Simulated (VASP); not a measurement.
A run of VASP 6.6.1 is set up as follows.

The input INCAR:

```
PREC     = Accurate       # precision mode
ENCUT    = 520            # plane-wave cutoff, eV
EDIFF    = 1E-6           # SCF threshold, eV
ISMEAR   = 0              # smearing method
SIGMA    = 0.1            # smearing width, eV
LREAL    = Auto         
LASPH    = True           # aspherical terms in the spheres
NELM     = 60             # most SCF steps
ALGO     = Normal         # electronic algorithm
ISIF     = 2              # what is computed and relaxed
LWAVE    = False          # write WAVECAR
LCHARG   = False          # write CHGCAR
LDIPOL   = True         
IDIPOL   = 3            
DIPOL    = 0.5 0.5 0.316
GGA      = CA             # functional
NBANDS   = 116            # bands
```

Contents of KPOINTS:

```
Automatic mesh
0
Gamma
  5 5 1
```

Contents of POSCAR:

```
Ti12C13
1.0
    6.0257129976      0.0000000000      0.0000000000
    0.0000000000      6.0257129976      0.0000000000
    0.0000000000      0.0000000000     19.7334901523
Ti C
12 13
Direct
    0.2500000000      0.2500000000      0.2027010919
    0.2500000000      0.7500000000      0.2027010919
    0.7500000000      0.2500000000      0.2027010919
    0.7500000000      0.7500000000      0.2027010919
    0.0000000000      0.0000000000      0.3085376904
    0.0000000000      0.5000000000      0.3085376904
    0.5000000000      0.0000000000      0.3085376904
    0.5000000000      0.5000000000      0.3085376904
    0.2500000000      0.2500000000      0.4124330541
    0.2500000000      0.7500000000      0.4124330541
    0.7500000000      0.2500000000      0.4124330541
    0.7500000000      0.7500000000      0.4124330541
    0.0000000000      0.0000000000      0.2027010919
    0.0000000000      0.5000000000      0.2027010919
    0.5000000000      0.0000000000      0.2027010919
    0.5000000000      0.5000000000      0.2027010919
    0.2500000000      0.2500000000      0.3079312182
    0.2500000000      0.7500000000      0.3079312182
    0.7500000000      0.2500000000      0.3079312182
    0.7500000000      0.7500000000      0.3079312182
    0.0000000000      0.0000000000      0.4172343609
    0.0000000000      0.5000000000      0.4172343609
    0.5000000000      0.0000000000      0.4172343609
    0.5000000000      0.5000000000      0.4172343609
    0.1875000000      0.1875000000      0.5053192448
```

Potentials or basis: VASP PAW LDA potentials, release 64 (Ti_sv, C).

The run is started by

```bash
$ cat potpaw_LDA.64/Ti_sv/POTCAR potpaw_LDA.64/C/POTCAR > POTCAR
$ mpirun -np 1 vasp_std > vasp.out
```

**Question.** Predict the band gap on the k mesh.

**Answer.** Zero (bands 98 and 99 overlap by 0.27 eV).

**Question.** What does it give for the largest force?

**Answer.** 1.833 eV/Å.

Forces in eV/Å, atoms in the order of the input:
```
Ti  -0.089 -0.089  0.963
Ti  -0.036  0.027  0.912
Ti   0.027 -0.036  0.912
Ti   0.017  0.017  0.985
Ti   0.261  0.261  0.020
Ti   0.054 -0.105  0.032
Ti  -0.105  0.054  0.032
Ti   0.022  0.022  0.031
Ti   0.834  0.834 -1.067
Ti   0.231 -0.004  0.443
Ti  -0.004  0.231  0.443
Ti  -0.161 -0.161  0.143
C    0.001  0.001 -1.107
C    0.023  0.018 -1.037
C    0.018  0.023 -1.037
C    0.027  0.027 -1.003
C   -0.110 -0.110 -0.937
C   -0.011 -0.049  0.131
C   -0.049 -0.011  0.131
C   -0.002 -0.002  0.089
C    0.005  0.005  0.988
C   -0.193  0.341  0.036
C    0.341 -0.193  0.036
C    0.196  0.196 -0.173
C   -1.296 -1.296  0.034
```
